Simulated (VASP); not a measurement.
TbW:

```
CELL_PARAMETERS angstrom
0.00000 2.83522 2.83522
2.83522 0.00000 2.83522
2.83522 2.83522 0.00000
ATOMIC_POSITIONS crystal
Tb 0.00000 0.00000 0.00000
W 0.25000 0.25000 0.25000
```

The cell was generated, and may not be a known phase.

```yaml
Program: VASP 6.6.1
Task: relaxation of cell and atoms
Functional: PBE
Potentials_or_basis: VASP PAW PBE potentials, release 64 (Tb_3, W_sv), 4f in core
Cutoff: 500 eV
k_mesh: 6 × 6 × 6
Occupations: gaussian, width 0.2 eV
Spin: no spin polarisation
```

At the start: pressure 29.1 GPa; volume 22.79 Å³/atom.

Task: How do energy, volume and symmetry change on relaxing?

Result: Over 3 steps the energy falls by 629.0 meV/atom and the volume is 32.14 Å³/atom (+41.0 %); space group F-43m (No. 216, to 0.1 Å) before and after.

Step by step:
| step | energy change (eV) | largest force (eV/Å) | pressure (GPa) | volume (Å³) |
| --- | --- | --- | --- | --- |
| 1 | 0.0000 | 0.0000 | 29.09 | 45.58 |
| 2 | -1.0174 | 0.0000 | -4.66 | 78.69 |
| 3 | -1.2581 | 0.0000 | 0.27 | 64.28 |

Final structure:
```cif
data_structure
_symmetry_space_group_name_H-M 'P 1'
_symmetry_Int_Tables_number 1
_cell_length_a 4.4963
_cell_length_b 4.4963
_cell_length_c 4.4963
_cell_angle_alpha 60.000
_cell_angle_beta 60.000
_cell_angle_gamma 60.000
_cell_volume 64.28
loop_
_atom_site_label
_atom_site_type_symbol
_atom_site_fract_x
_atom_site_fract_y
_atom_site_fract_z
_atom_site_occupancy
Tb1 Tb 0.00000 0.00000 0.00000 1
W1 W 0.25000 0.25000 0.25000 1
```

Caveat: the volume moved by over 15 % at a fixed basis, so the end points are rough.
